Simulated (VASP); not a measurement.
# Be2H (P4/nmm) in VASP: a series of runs

Be2H is run at these levels: PBE; tasks: single point, relaxation of cell and atoms.

Everything below comes from runs of VASP 6.6.1. Logs are shortened: lines on timing, memory, paths and dates and some standing lists are left out, and cuts for length are marked.

**1. The cell of the first run**

The structure is tetragonal, space group P4/nmm (No. 129). Conventional cell: a = 3.840 Å, b = 3.840 Å, c = 3.097 Å, α = 90.00°, β = 90.00°, γ = 90.00°. Be (site symmetry 2/m) has 4 H at 1.83 to 2.31 Å and 4 Be at 1.92 Å within 2.4 Å. H (site symmetry 4mm) has 8 Be at 1.83 to 2.31 Å within 2.4 Å.

The cell was generated, and may not be a known phase.

**2. Single point, PBE**

Input file INCAR:

```
PREC = Accurate ; ENCUT = 520
EDIFF = 1E-7 ; ISMEAR = 0
SIGMA = 0.1 ; LREAL = False
LASPH = True ; NELM = 100
ALGO = Normal ; ISIF = 2
LWAVE = False ; LCHARG = False
GGA = PE ; NBANDS = 14
```

Input file KPOINTS:

```
regular mesh
0
Gamma
  4 4 6
```

Input file POSCAR:

```
Be2H
1.0
    3.8404379700      0.0000000000      0.0000000000
    0.0000000000      3.8404379700      0.0000000000
    0.0000000000      0.0000000000      3.0974666800
Be H
4 2
Direct
    0.2500000000      0.7500000000      0.0000000000
    0.7500000000      0.2500000000      0.0000000000
    0.7500000000      0.7500000000      0.0000000000
    0.2500000000      0.2500000000      0.0000000000
    0.5000000000      0.0000000000      0.3949940100
    0.0000000000      0.5000000000      0.6050059900
```

Potentials or basis: VASP PAW PBE potentials, release 64 (Be, H).

Run with:

```sh
cat potpaw_PBE.64/Be/POTCAR potpaw_PBE.64/H/POTCAR > POTCAR
mpirun -np 1 vasp_std > vasp.out
```

OUTCAR:

```text
PREC = Accurate
   ENCUT = 520
   EDIFF = 1E-7
   ISMEAR = 0
   LREAL = False
   LASPH = True
   NELM = 100
   ISIF = 2
   GGA = PE

 ion  position               nearest neighbor table
   1  0.250  0.750  0.000-   3 1.92   4 1.92   4 1.92   3 1.92
   2  0.750  0.250  0.000-   3 1.92   4 1.92   3 1.92   4 1.92
   3  0.750  0.750  0.000-   1 1.92   2 1.92   2 1.92   1 1.92
   4  0.250  0.250  0.000-   1 1.92   2 1.92   1 1.92   2 1.92
   5  0.500  0.000  0.395-
   6  0.000  0.500  0.605-

  LATTYP: Found a simple tetragonal cell.
 ALAT       =     3.8404379700
 C/A-ratio  =     0.8065399583

  Lattice vectors:

 A1 = (   3.8404379700,   0.0000000000,   0.0000000000)
 A2 = (   0.0000000000,   3.8404379700,   0.0000000000)
 A3 = (   0.0000000000,   0.0000000000,   3.0974666800)

Analysis of symmetry for initial positions (statically):
=====================================================================
 Subroutine PRICEL returns:
 Original cell was already a primitive cell.

 Routine SETGRP: Setting up the symmetry group for a
 simple tetragonal supercell.

 Subroutine GETGRP returns: Found 16 space group operations
 (whereof  8 operations were pure point group operations)
 out of a pool of 16 trial point group operations.

The static configuration has the point symmetry D_2d.
 The point group associated with its full space group is D_4h.

Analysis of symmetry for dynamics (positions and initial velocities):
=====================================================================
 Subroutine PRICEL returns:
 Original cell was already a primitive cell.

 Routine SETGRP: Setting up the symmetry group for a
 simple tetragonal supercell.

 Subroutine GETGRP returns: Found 16 space group operations
 (whereof  8 operations were pure point group operations)
 out of a pool of 16 trial point group operations.

The dynamic configuration has the point symmetry D_2d.
 The point group associated with its full space group is D_4h.

 Subroutine INISYM returns: Found 16 space group operations
 (whereof  8 operations are pure point group operations),
 and found     1 'primitive' translations

----------------------------------------------------------------------------------------

                                     Primitive cell

  volume of cell :      45.6844

  direct lattice vectors                    reciprocal lattice vectors
     3.840437970  0.000000000  0.000000000     0.260386968  0.000000000  0.000000000
     0.000000000  3.840437970  0.000000000     0.000000000  0.260386968  0.000000000
     0.000000000  0.000000000  3.097466680     0.000000000  0.000000000  0.322844474

  length of vectors
     3.840437970  3.840437970  3.097466680     0.260386968  0.260386968  0.322844474

  position of ions in fractional coordinates (direct lattice)
     0.250000000  0.750000000  0.000000000
     0.750000000  0.250000000  0.000000000
     0.750000000  0.750000000  0.000000000
     0.250000000  0.250000000  0.000000000
     0.500000000  0.000000000  0.394994010
     0.000000000  0.500000000  0.605005990

  ion indices of the primitive-cell ions
   primitive index   ion index
                 1           1
                 2           2
                 3           3
                 4           4
                 5           5
                 6           6

----------------------------------------------------------------------------------------

 KPOINTS: regular mesh

Automatic generation of k-mesh.
 Grid dimensions read from file:
 generate k-points for:    4    4    6

 Generating k-lattice:

  Cartesian coordinates                     Fractional coordinates (reciprocal lattice)
     0.065096742  0.000000000  0.000000000     0.250000000  0.000000000  0.000000000
     0.000000000  0.065096742  0.000000000     0.000000000  0.250000000  0.000000000
     0.000000000  0.000000000  0.053807412     0.000000000  0.000000000  0.166666667

  Length of vectors
     0.065096742  0.065096742  0.053807412

  Shift w.r.t. Gamma in fractional coordinates (k-lattice)
     0.000000000  0.000000000  0.000000000

 Subroutine IBZKPT returns following result:
 ===========================================

 Found     24 irreducible k-points:

 Following reciprocal coordinates:
            Coordinates               Weight
  0.000000  0.000000  0.000000      1.000000
  0.250000  0.000000  0.000000      4.000000
  0.500000  0.000000  0.000000      2.000000
  0.250000  0.250000  0.000000      4.000000
  0.500000  0.250000  0.000000      4.000000
  0.500000  0.500000  0.000000      1.000000
[... 16 lines left out ...]
  0.500000  0.250000  0.500000      4.000000
  0.500000  0.500000  0.500000      1.000000
   k-points           NKPTS =     24   k-points in BZ     NKDIM =     24   number of bands    NBANDS=     14
   number of dos      NEDOS =    301   number of ions     NIONS =      6
   total plane-waves  NPLWV =  21600
   dimension x,y,z NGX =    30 NGY =   30 NGZ =   24
   dimension x,y,z NGXF=    60 NGYF=   60 NGZF=   48
   ions per type =               4   2
   NGX,Y,Z   is equivalent  to a cutoff of  12.99, 12.99, 12.88 a.u.
   NGXF,Y,Z  is equivalent  to a cutoff of  25.97, 25.97, 25.76 a.u.
 SYSTEM =  unknown system
   PREC   = accura    normal or accurate (medium, high low for compatibility)
   ISTART =      0    job   : 0-new  1-cont  2-samecut
   ICHARG =      2    charge: 1-file 2-atom 10-const
   ISPIN  =      1    spin polarized calculation?
   LNONCOLLINEAR =      F non collinear calculations
   LSORBIT =      F    spin-orbit coupling
   LASPH  =      T    aspherical Exc in radial PAW
   ENCUT  =  520.0 eV  38.22 Ry    6.18 a.u.   7.14  7.14  5.76*2*pi/ulx,y,z
   NELM   =    100;   NELMIN=  2; NELMDL= -5     # of ELM steps
   EDIFF  = 0.1E-06   stopping-criterion for ELM
   LREAL  =      F    real-space projection
   EDIFFG = 0.1E-05   stopping-criterion for IOM
   NSW    =      0    number of steps for IOM
   IBRION =     -1    ionic relax: 0-MD 1-quasi-New 2-CG
   NFREE  =      0    steps in history (QN), initial steepest desc. (CG)
   ISIF   =      2    stress and relaxation
   ISYM   =      2    0-nonsym 1-usesym 2-fastsym
   POTIM  = 0.5000    time-step for ionic-motion
   TEBEG  =    0.0;   TEEND  =   0.0 temperature during run
   PSTRESS=    0.0 pullay stress
   NELECT =      10.0000    total number of electrons
   NUPDOWN=      -1.0000    fix difference up-down
   EMIN   =  10.00;   EMAX   =-10.00  energy-range for DOS
   EFERMI =   0.00;   METHOD = LEGACY
   ISMEAR =     0;   SIGMA  =   0.10  broadening in eV -4-tet -1-fermi 0-gaus
   EFERMI_NEDOS =   21; number of points for ismear=-14 and -15
   IALGO  =     38    algorithm
   IMIX   =      4    mixing-type and parameters
     AMIX     =   0.40;   BMIX     =  1.00
     AMIX_MAG =   1.60;   BMIX_MAG =  1.00
  volume/ion in A,a.u.               =       7.61        51.38
  Fermi-wavevector in a.u.,A,eV,Ry     =   0.986625  1.864451 13.244304  0.973429
  Thomas-Fermi vector in A             =   2.118019
   LORBIT       =      0    0 simple, 1 ext, 2 COOP (PROOUT), +10 PAW based schemes
   GGA     = PE    functional components
   LHFCALC =     F    Hartree Fock is set to
   AEXX    =    0.0000 exact exchange contribution
   IVDW    =     0    specifies the selected vdW correction
   LEPSILON=     F    determine dielectric tensor
   LRPA    =     F    only Hartree local field effects (RPA)
 non-spin polarized calculation
 Gauss-broadening in eV      SIGMA  =   0.10
  energy-cutoff  :      520.00
  volume of cell :       45.68
 maximum number of plane-waves:      1260
 NGX is ok and might be reduce to    30
   NGX = 15   NGY = 15   NGZ = 11

 number of electron      10.0000002 magnetization

 Free energy of the ion-electron system (eV)
  ---------------------------------------------------
  ext. energy  EPLUGINS =         0.00000000
  ---------------------------------------------------
  free energy    TOTEN  =       -16.74398550 eV

  energy without entropy =      -16.73214394  energy(sigma->0) =      -16.73806472

 E-fermi :   4.8508     XC(G=0):  -9.7820

 val. band max:        4.8304476502   @ k =   0.2500   0.0000   0.1667
 cond. band min:       4.8945503843   @ k =   0.5000   0.0000   0.1667
 fundamental gap:      0.0641027341
 Fermi energy:         4.8507864200

 k-point     1 :       0.0000    0.0000    0.0000
  band No.  band energies     occupation
      1      -6.4553      2.00000
      2      -2.4672      2.00000
      3       0.8131      2.00000
      4       5.1618      0.00001
      5       5.5839      0.00000
      6       5.5839      0.00000
      7       7.3670      0.00000
      8       7.5767      0.00000
      9       7.5767      0.00000
     10      11.2313      0.00000
     11      12.6620      0.00000
     12      13.0686      0.00000
     13      13.0686      0.00000
     14      17.0072      0.00000

 k-point     2 :       0.2500    0.0000    0.0000
  band No.  band energies     occupation
      1      -6.0022      2.00000
      2      -3.1135      2.00000
      3       0.5749      2.00000
      4       4.4980      2.00000
      5       5.6858      0.00000
      6       5.8650      0.00000
      7       7.2863      0.00000
      8       7.8557      0.00000
      9       8.6949      0.00000
     10      10.8163      0.00000
     11      11.2265      0.00000
     12      13.6446      0.00000
     13      14.8556      0.00000
     14      17.8527      0.00000
[... 343 lines left out ...]
      1      -2.0675      2.00000
      2      -2.0675      2.00000
      3       0.1286      2.00000
      4       0.1286      2.00000
      5       2.5900      2.00000
      6       2.5900      2.00000
      7       5.6126      0.00000
      8       5.6126      0.00000
      9      10.5671      0.00000
     10      10.5671      0.00000
     11      13.7690      0.00000
     12      13.7690      0.00000
     13      14.9061      0.00000
     14      14.9061      0.00000

 k-point    24 :       0.5000    0.5000    0.5000
  band No.  band energies     occupation
      1      -1.6290      2.00000
      2      -1.6290      2.00000
      3       1.0384      2.00000
      4       1.0384      2.00000
      5       1.3305      2.00000
      6       1.3305      2.00000
      7       3.8032      2.00000
      8       3.8032      2.00000
      9      13.1698      0.00000
     10      13.1698      0.00000
     11      13.5656      0.00000
     12      13.5656      0.00000
     13      16.1763      0.00000
     14      16.1763      0.00000

------------------------ aborting loop because EDIFF is reached ----------------------------------------

  FORCE on cell =-STRESS in cart. coord.  units (eV):
  Direction    XX          YY          ZZ          XY          YZ          ZX
  --------------------------------------------------------------------------------------
  -------------------------------------------------------------------------------------
  Total        4.5140479      4.5140479     -0.5364080      0.0000000      0.0000000      0.0000000
  in kB      158.3100892    158.3100892    -18.8121177      0.0000000      0.0000000      0.0000000
  external PRESSURE =      99.2693536 kB  Pullay stress =       0.0000000 kB

 VOLUME and BASIS-vectors are now :
 -----------------------------------------------------------------------------
  energy-cutoff  :      520.00
  volume of cell :       45.68
      direct lattice vectors                 reciprocal lattice vectors
     3.840437970  0.000000000  0.000000000     0.260386968  0.000000000  0.000000000
     0.000000000  3.840437970  0.000000000     0.000000000  0.260386968  0.000000000
     0.000000000  0.000000000  3.097466680     0.000000000  0.000000000  0.322844474

 POSITION                                       TOTAL-FORCE (eV/Angst)
 -----------------------------------------------------------------------------------
      0.96011      2.88033      0.00000         0.000000     -0.000000      0.000000
      2.88033      0.96011      0.00000         0.000000      0.000000      0.000000
      2.88033      2.88033      0.00000         0.000000     -0.000000      0.000000
      0.96011      0.96011      0.00000         0.000000      0.000000      0.000000
      1.92022      0.00000      1.22348         0.000000     -0.000000     -0.391105
      0.00000      1.92022      1.87399         0.000000     -0.000000      0.391105
 -----------------------------------------------------------------------------------
    total drift:                               -0.000000     -0.000000      0.000000

  FREE ENERGIE OF THE ION-ELECTRON SYSTEM (eV)
  ---------------------------------------------------
  free  energy   TOTEN  =       -16.7439854996 eV

  energy  without entropy=      -16.7321439445  energy(sigma->0) =      -16.73806472
```

Run time: 10 s. Hardware: 1 thread of Intel Xeon 8259CL, shared host; peak memory 0.15 GiB.

Results:

- Free energy: -16.7440 eV
- Pressure: 9.9 GPa
- Largest force: 0.391 eV/Å
- Band gap on the k mesh: zero (bands 5 and 6 overlap by 7.20 eV)

Forces on the atoms (eV/Å):
```
Be   0.000  0.000  0.000
Be   0.000  0.000  0.000
Be   0.000  0.000  0.000
Be   0.000  0.000  0.000
H    0.000  0.000 -0.391
H    0.000  0.000  0.391
```

Stress tensor (GPa, compression positive):
```
15.83  0.00  0.00
 0.00 15.83  0.00
 0.00  0.00 -1.88
```

Caveat: the k points lie up to 0.41 Å⁻¹ apart, too coarse for converged energies and pressures of a metal.

**3. Single point, PBE**

This run uses another cell than the first one, of 9.74 Å³/atom.

Input file INCAR:

```
PREC     = Accurate       # precision mode
ENCUT    = 520            # plane-wave cutoff, eV
EDIFF    = 1E-6           # SCF threshold, eV
ISMEAR   = 0              # smearing method
SIGMA    = 0.1            # smearing width, eV
LREAL    = F              # projectors in reciprocal space
LASPH    = T              # aspherical terms in the spheres
NELM     = 100            # most SCF steps
ALGO     = Normal         # electronic algorithm
ISIF     = 2              # what is computed and relaxed
LWAVE    = F              # write WAVECAR
LCHARG   = F              # write CHGCAR
GGA      = PE             # functional
NBANDS   = 14             # bands
```

Input file KPOINTS:

```
Automatic mesh
0
Gamma
  4 4 6
```

Input file POSCAR:

```
Be2H
1.0
    4.0086162748      0.0000000000      0.0000000000
    0.0000000000      4.0086162748      0.0000000000
    0.0000000000      0.0000000000      3.6351890604
Be H
4 2
Direct
    0.2500000000      0.7500000000      0.0000000000
    0.7500000000      0.2500000000      0.0000000000
    0.7500000000      0.7500000000      0.0000000000
    0.2500000000      0.2500000000      0.0000000000
    0.5000000000      0.0000000000      0.2335224488
    0.0000000000      0.5000000000      0.7664775512
```

Potentials or basis: VASP PAW PBE potentials, release 64 (Be, H).

Run with:

```sh
cat potpaw_PBE.64/Be/POTCAR potpaw_PBE.64/H/POTCAR > POTCAR
mpirun -np 1 vasp_std > vasp.out
```

Run time: 24 s. Hardware: 1 thread of Intel Xeon 8259CL, shared host; peak memory 0.16 GiB.

It converged, with:

* Free energy: -17.2362 eV
* Pressure: 0.0 GPa
* Band gap on the k mesh: zero (bands 5 and 6 overlap by 3.66 eV)

Forces in eV/Å, atoms in the order of the input:
```
Be   0.000  0.000  0.000
Be   0.000  0.000  0.000
Be   0.000  0.000  0.000
Be   0.000  0.000  0.000
H    0.000  0.000  0.002
H    0.000  0.000 -0.002
```

Stress tensor (GPa, compression positive):
```
-0.19  0.00  0.00
 0.00 -0.19  0.00
 0.00  0.00  0.35
```

Levels at points of the mesh, in eV from the Fermi level:
```csv
k point,band 2,band 3,band 4,band 5,band 6,band 7,band 8,band 9
"(0.00, 0.00, 0.00)",-7.79,-3.25,-0.97,1.13,1.13,2.48,2.50,2.50
"(0.50, 0.00, 0.00)",-8.99,-2.90,-2.90,0.98,0.98,1.85,1.85,5.48
"(0.50, 0.50, 0.00)",-8.37,-4.94,-4.94,1.85,1.85,3.90,3.90,6.75
"(0.00, 0.00, 0.50)",-8.06,-3.84,-2.82,0.77,2.60,2.60,2.62,2.62
"(0.50, 0.00, 0.50)",-8.31,-3.45,-3.45,-1.28,-1.28,2.73,2.73,5.61
"(0.50, 0.50, 0.50)",-7.81,-4.06,-4.06,-1.21,-1.21,0.28,0.28,6.95
```

Caveat: the k points lie up to 0.39 Å⁻¹ apart, too coarse for converged energies and pressures of a metal.

**4. Relaxation of cell and atoms, PBE**

Input file INCAR:

```
SYSTEM = Be2H
PREC = Accurate ; ENCUT = 600
EDIFF = 1E-7 ; ISMEAR = 0
SIGMA = 0.1 ; LREAL = .False.
LASPH = .True. ; NELM = 60
ALGO = Normal ; ISIF = 3
LWAVE = .False. ; LCHARG = .False.
GGA = PE ; IBRION = 2
NSW = 90 ; EDIFFG = -0.04
```

Input file KPOINTS:

```
regular mesh
0
Gamma
  4 4 6
  0 0 0
```

Input file POSCAR:

```
Be2H
1.0
    3.8404379700      0.0000000000      0.0000000000
    0.0000000000      3.8404379700      0.0000000000
    0.0000000000      0.0000000000      3.0974666800
Be H
4 2
Direct
    0.2500000000      0.7500000000      0.0000000000
    0.7500000000      0.2500000000      0.0000000000
    0.7500000000      0.7500000000      0.0000000000
    0.2500000000      0.2500000000      0.0000000000
    0.5000000000      0.0000000000      0.3949940100
    0.0000000000      0.5000000000      0.6050059900
```

Run with:

```sh
cat potpaw_PBE.64/Be/POTCAR potpaw_PBE.64/H/POTCAR > POTCAR
mpirun -np 1 vasp_std > vasp.out
```

Run time: 63 s. Hardware: 1 thread of Intel Xeon 8259CL, shared host; peak memory 0.17 GiB.

Results (log left out):

```
Free energy                           : -17.1899 eV
Relaxed volume                        : 8.70 Å³/atom
Relaxed cell                          : a = 4.077 Å, b = 4.077 Å, c = 3.139 Å, α = 90.00°, β = 90.00°, γ = 90.00°
Space group after relaxing (to 0.1 Å) : P4/nmm (No. 129)
Energy gained by relaxing             : 74.2 meV/atom
Ionic steps                           : 11
Pressure after relaxing               : 0.0 GPa
Largest force after relaxing          : 0.015 eV/Å
Band gap on the k mesh                : zero (bands 5 and 6 overlap by 5.57 eV)
```

Forces on the atoms (eV/Å):
```
Be   0.000  0.000  0.000
Be   0.000  0.000  0.000
Be   0.000  0.000  0.000
Be   0.000  0.000  0.000
H    0.000  0.000  0.015
H    0.000  0.000 -0.015
```

Stress tensor (GPa, compression positive):
```
-0.26  0.00  0.00
 0.00 -0.26  0.00
 0.00  0.00  0.58
```

Step by step:
```csv
step,energy change (eV),largest force (eV/Å),pressure (GPa),volume (Å³)
1,0.0000,0.3915,9.98,45.68
2,-0.2109,0.4317,1.59,48.87
3,-0.2214,0.4295,-0.30,49.76
4,-0.2214,0.4290,-0.47,49.84
5,-0.2416,0.4429,-0.40,49.88
6,-0.3022,0.4182,-0.16,49.99
7,-0.4007,0.2612,0.62,50.22
8,-0.3917,0.3031,3.86,50.68
9,-0.4362,0.0238,1.81,50.44
10,-0.4406,0.0025,-1.19,53.50
11,-0.4452,0.0147,0.02,52.18
```

Final structure:
```xyz
6
Lattice="4.0772 0.0000 0.0000 0.0000 4.0772 0.0000 0.0000 0.0000 3.1392" Properties=species:S:1:pos:R:3 pbc="T T T"
Be    1.0193    3.0579    0.0000
Be    3.0579    1.0193    0.0000
Be    3.0579    3.0579    0.0000
Be    1.0193    1.0193    0.0000
H     2.0386    0.0000    0.8142
H     0.0000    2.0386    2.3250
```

Levels at points of the mesh, in eV from the Fermi level:
| k point | band 2 | band 3 | band 4 | band 5 | band 6 | band 7 | band 8 | band 9 |
| --- | --- | --- | --- | --- | --- | --- | --- | --- |
| (0.00, 0.00, 0.00) | -8.44 | -3.91 | -0.23 | -0.23 | 0.49 | 1.64 | 1.64 | 2.36 |
| (0.50, 0.00, 0.00) | -9.86 | -3.57 | -3.57 | 0.64 | 0.64 | 2.28 | 2.28 | 5.65 |
| (0.50, 0.50, 0.00) | -9.24 | -5.83 | -5.83 | 3.13 | 3.13 | 4.94 | 4.94 | 6.07 |
| (0.00, 0.00, 0.50) | -8.58 | -4.44 | -2.83 | -0.28 | 1.69 | 1.69 | 2.70 | 2.70 |
| (0.50, 0.00, 0.50) | -8.36 | -4.14 | -4.14 | -1.62 | -1.62 | 2.54 | 2.54 | 4.13 |
| (0.50, 0.50, 0.50) | -7.94 | -3.93 | -3.93 | -2.23 | -2.23 | -0.90 | -0.90 | 6.42 |

Caveat: the k points lie up to 0.39 Å⁻¹ apart in the final cell, too coarse for converged energies and pressures of a metal.

(Continued in part 2 of 2.)

The gap in the log of VASP goes by the Fermi energy; the results here count the filled bands.